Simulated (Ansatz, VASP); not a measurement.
One calculation of Fe, two programs

```
Fe
1.0
     0.00000    3.55700    3.55700
     1.77850    0.00000    1.77850
     1.77850    1.77850    0.00000
Fe
2
Direct
  0.00000 0.00000 0.00000
  0.50000 0.00000 0.00000
```

Alike in both runs: task single point; functional PBE; k mesh 6 × 12 × 12; occupations gaussian, width 0.1 eV; collinear spin.

|  | VASP | Ansatz |
| --- | --- | --- |
| version | VASP 6.6.1 | Ansatz 0.2.0 |
| potentials or method | VASP PAW PBE potentials, release 64 (Fe), cutoff 520 eV | PAW, plane waves, scalar-relativistic |
| valence electrons in the cell | 16 | 32 |

|  | VASP | Ansatz | Ansatz less VASP |
| --- | --- | --- | --- |
| pressure (GPa) | -10.1 | -10.7 | -0.66 |
| traceless stress, the component that is largest in VASP (GPa) | -3.28 | -3.36 | -0.073 |
| net moment per atom (μB) | 0.00 | 0.00 | 0.000 |
| size of the moment on the site where the two differ most (μB) | 1.52 | 1.46 | -0.064 |

Site moments also hang on the region over which each program counts them. VASP's potentials hold 16 valence electrons a cell and Ansatz's 32, so a difference there can come from the potentials and not from the codes.
